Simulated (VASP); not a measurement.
Here is a VASP 6.6.1 calculation.

File INCAR:

```
SYSTEM = Ta
PREC = Accurate
ENCUT = 520
EDIFF = 1E-6
ISMEAR = 0
SIGMA = 0.05
LREAL = .FALSE.
LASPH = .TRUE.
NELM = 60
ALGO = Normal
ISIF = 2
LWAVE = .FALSE.
LCHARG = .TRUE.
GGA = PS
LELF = .TRUE.
LVHAR = .TRUE.
NBANDS = 12
```

File KPOINTS:

```
regular mesh
0
G
  17 17 17
  0 0 0
```

Contents of POSCAR:

```
Ta
1.0
    2.8416722051     -0.0000000157     -0.0000000273
   -0.9472240535      2.6791542534     -0.0000000273
   -0.9472240535     -1.3395770874      2.3202156668
Ta
1
Direct
    0.0000000000      0.0000000000      0.0000000000
```

Potentials or basis: VASP PAW PBE potentials, release 64 (Ta_pv).

Launch:

```console
$ cat potpaw_PBE.64/Ta_pv/POTCAR > POTCAR
$ mpirun -np 1 vasp_std > vasp.out
```

Question: What does it give for the pressure?

Answer: 0.2 GPa.

Caveat: the PAW data sets were made with another functional, which shifts forces and pressure a little.
